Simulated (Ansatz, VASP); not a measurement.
## One calculation of Zn, two programs

```xyz
1
Lattice="0.0000 1.9648 1.9648 1.9648 0.0000 1.9648 1.9648 1.9648 0.0000" Properties=species:S:1:pos:R:3 pbc="T T T"
Zn    0.0000    0.0000    0.0000
```

Alike in both runs: task relaxation of cell and atoms; functional PBE; k mesh 18 × 18 × 18; occupations gaussian, width 0.1 eV; no spin polarisation.

|  | VASP | Ansatz |
| --- | --- | --- |
| version | VASP 6.6.1 | Ansatz 0.2.0 |
| potentials or method | VASP PAW PBE potentials, release 64 (Zn), cutoff 600 eV | scalar-relativistic, plane waves, PAW |
| valence electrons in the cell | 12 | 12 |

Ansatz gave:

- gap on the k mesh at the Fermi level, each at its own relaxed structure (eV): none
- relaxed volume (Å³/atom): 15.16
- relaxed cell length with the largest relative difference (Å): 2.778

Question: Which values does VASP return?

Answer: gap on the k mesh at the Fermi level, each at its own relaxed structure (eV): none; relaxed volume (Å³/atom): 15.22; relaxed cell length with the largest relative difference (Å): 2.782.

A gap of «none» marks a metal or a gap that the smearing closes.
